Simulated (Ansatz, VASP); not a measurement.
## One calculation of Cu, two programs

```
Cu
1.0
     2.51928    0.00000    0.00000
     0.00000    2.51928    0.00000
     0.00000    0.00000   23.12560
Cu
5
Direct
  0.00000 0.00000 0.34805
  0.50000 0.50000 0.42263
  0.00000 0.00000 0.50000
  0.50000 0.50000 0.57737
  0.00000 0.00000 0.65195
```

Alike in both runs: functional PBEsol; k mesh 14 × 14 × 1; occupations fermi-dirac, width 0.05 eV; no spin polarisation.

Ansatz relaxed the structure, and its values are those at the end. VASP's run is a single point on that final structure, the one shown.

|  | VASP | Ansatz |
| --- | --- | --- |
| version | VASP 6.6.1 | Ansatz 0.2.0 |
| potentials or method | VASP PAW PBE potentials, release 64 (Cu) | PAW with Ansatz's default frozen-core files, scalar-relativistic |
| plane-wave cutoff (eV) | 520 | 420 |
| valence electrons in the cell | 55 | 95 |

Ansatz gave:

| Property | Result |
| --- | --- |
| rms of the force components (eV/Å) | 0.004 |

Task: What did VASP give for the same quantities?

Result: rms of the force components (eV/Å): 0.011.

VASP's potentials were made for PBE, not for PBEsol. VASP's potentials hold 55 valence electrons a cell and Ansatz's 95, so a difference there can come from the potentials and not from the codes. Ansatz's warnings: stress scf threshold loose.
